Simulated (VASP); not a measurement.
Set up this calculation in VASP 6.6.1, as the native input.

- Task: single point
- Functional: PBEsol
- Potentials or basis: VASP PAW PBE potentials, release 64 (B, As)
- Cutoff: 500 eV
- k mesh: 10 × 10 × 10
- Occupations: gaussian, width 0.02 eV
- Spin: no spin polarisation
- Dipole correction: no
- Further INCAR settings: ALGO = Normal; EDIFF = 1e-06; NBANDS = 11

The structure of BAs (e600) lies in POSCAR:

```
BAs
1.0
    0.0000000000      2.3838665788      2.3838665788
    2.3838665788      0.0000000000      2.3838665788
    2.3838665788      2.3838665788      0.0000000000
B As
1 1
Direct
    0.0000000000      0.0000000000      0.0000000000
    0.2500000000      0.2500000000      0.2500000000
```

These files were run (other wordings do the same):

INCAR

```
SYSTEM = BAs
PREC = Accurate
ENCUT = 500
EDIFF = 1E-6
ISMEAR = 0
SIGMA = 0.02
LREAL = .FALSE.
LASPH = .TRUE.
NELM = 120
ALGO = Normal
ISIF = 2
LWAVE = .FALSE.
LCHARG = .FALSE.
GGA = PS
NBANDS = 11
GGA_COMPAT = .FALSE.
```

KPOINTS

```
regular mesh
0
G
  10 10 10
  0 0 0
```

Potentials or basis: VASP PAW PBE potentials, release 64 (B, As).

Command:

```sh
$ cat potpaw_PBE.64/B/POTCAR potpaw_PBE.64/As/POTCAR > POTCAR
$ mpirun -np 1 vasp_std > vasp.out
```

Results of the run:

- Pressure: 0.9 GPa
- Band gap on the k mesh: 1.07 eV, indirect (least direct gap 3.25 eV)

Caveat: the PAW data sets were made with another functional, which shifts forces and pressure a little.

It took 7.4 s on 1 thread of Intel(R) Xeon(R) 6975P-C (Granite Rapids), on a shared host, peak memory 0.16 GiB.
